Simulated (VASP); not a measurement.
Here is a VASP 6.6.1 calculation.

Contents of INCAR:

```
SYSTEM = Ba
ALGO = Normal
EDIFF = 1E-6
ENCUT = 520
GGA = PS
ISIF = 2
ISMEAR = -1
LASPH = .True.
LCHARG = .False.
LREAL = .False.
LWAVE = .False.
NBANDS = 11
NELM = 100
PREC = Accurate
SIGMA = 0.05
```

File KPOINTS:

```
k-points
0
Gamma
  8 8 8
  0 0 0
```

The input POSCAR:

```
Ba
1.0
   -2.0380136756      2.0380136756      2.0380136756
    2.0380136756     -2.0380136756      2.0380136756
    2.0380136756      2.0380136756     -2.0380136756
Ba
1
Direct
    0.0000000000      0.0000000000      0.0000000000
```

Potentials or basis: VASP PAW PBE potentials, release 64 (Ba_sv).

Command:

```bash
$ cat potpaw_PBE.64/Ba_sv/POTCAR > POTCAR
$ mpirun -np 1 vasp_std > vasp.out
```

Q: What does it give for the pressure?

A: 11.6 GPa.

Q: What does it give for the band gap on the k mesh?

A: Zero (bands 5 and 6 overlap by 3.61 eV).

Caveat: the cell stands under pressure; the PAW data sets were made with another functional, which shifts forces and pressure a little; spin-orbit coupling is left out, which moves the levels of the heavy elements.
